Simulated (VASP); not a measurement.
Wanted: the native input for a VASP 6.6.1 run.

- Task: single point
- Functional: RPBE
- Potentials or basis: VASP PAW PBE potentials, release 64 (Sn_d, O)
- Cutoff: 520 eV
- k mesh: 6 × 6 × 6
- Occupations: fermi-dirac, width 0.05 eV
- Spin: no spin polarisation
- Dipole correction: no
- Further INCAR settings: ALGO = Normal; EDIFF = 1e-06; NBANDS = 64

The structure of SnO2 lies in POSCAR:

```
SnO2
1.0
   -3.2517893560      3.4470848917      3.4470924250
    3.2517893560     -3.4470848917      3.4470924250
    3.2517893560      3.4470848917     -3.4470924250
Sn O
4 8
Direct
    0.5000000000      0.0000000000      0.0000000000
    0.5000000000      0.5000000000      0.5000000000
   -0.0000134732      0.7499865268      0.2500000000
    1.0000134732      0.2500134732      0.7500000000
    0.8069385393      0.8069458614      0.5000073221
    0.8069385393      0.3069312172     -0.0000073221
    0.3069492435      0.2500110405      0.0569382030
    0.6930728375      0.2500110405      0.4430617970
    0.3069271625      0.7499889595      0.5569382030
    0.1930614607      0.6930687828      1.0000073221
    0.6930507565      0.7499889595      0.9430617970
    0.1930614607      0.1930541386      0.4999926779
```

The input as run:

INCAR

```
SYSTEM = SnO2
PREC = Accurate ; ENCUT = 520
EDIFF = 1E-6 ; ISMEAR = -1
SIGMA = 0.05 ; LREAL = .False.
LASPH = .True. ; NELM = 60
ALGO = Normal ; ISIF = 2
LWAVE = .False. ; LCHARG = .False.
GGA = RP ; NBANDS = 64
```

KPOINTS

```
Automatic mesh
0
Gamma
  6 6 6
  0 0 0
```

Potentials or basis: VASP PAW PBE potentials, release 64 (Sn_d, O).

Command:

```bash
$ cat potpaw_PBE.64/Sn_d/POTCAR potpaw_PBE.64/O/POTCAR > POTCAR
$ mpirun -np 1 vasp_std > vasp.out
```

It gave:

The pressure is 0.6 GPa, the largest force is 0.019 eV/Å and the band gap on the k mesh is 0.54 eV.

Caveat: semilocal functionals underestimate gaps, and a narrow one can read as zero; the PAW data sets were made with another functional, which shifts forces and pressure a little; spin-orbit coupling is left out, which moves the levels of the heavy elements.

Wall time 18 min on 1 thread of Intel Xeon 8259CL (shared host), peak memory 0.52 GiB.
